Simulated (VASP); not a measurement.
## Cu: single point with PBE

Cu:

```xyz
1
Lattice="-1.4540 1.4643 1.3740 1.4487 -1.4680 1.3723 1.4252 1.4392 -1.3778" Properties=species:S:1:pos:R:3 pbc="T T T"
Cu    0.0000    0.0000    0.0000
```

* Program: VASP 6.6.1
* Task: single point
* Functional: PBE
* Potentials or basis: VASP PAW PBE potentials, release 64 (Cu)
* Cutoff: 520 eV
* k mesh: 13 × 13 × 13
* Occupations: fermi-dirac, width 0.05 eV
* Spin: no spin polarisation

* Pressure: 8.3 GPa
* Band gap on the k mesh: zero (an odd number of electrons rules out a gap without spin polarisation)

Stress tensor (GPa, compression positive):
```
7.84 2.55 0.45
2.55 8.64 0.35
0.45 0.35 8.29
```

Levels at points of the mesh, in eV from the Fermi level:
| k point | band 4 | band 5 | band 6 | band 7 | band 8 | band 9 |
| --- | --- | --- | --- | --- | --- | --- |
| (0.00, 0.00, 0.00) | -3.01 | -2.22 | -2.00 | 24.41 | 25.27 | 26.21 |

Wall time 87 s on 1 thread of AMD EPYC 9R45 96-Core Processor (Zen 5) (shared host), peak memory 0.22 GiB.

Caveat: the cell stands under pressure.
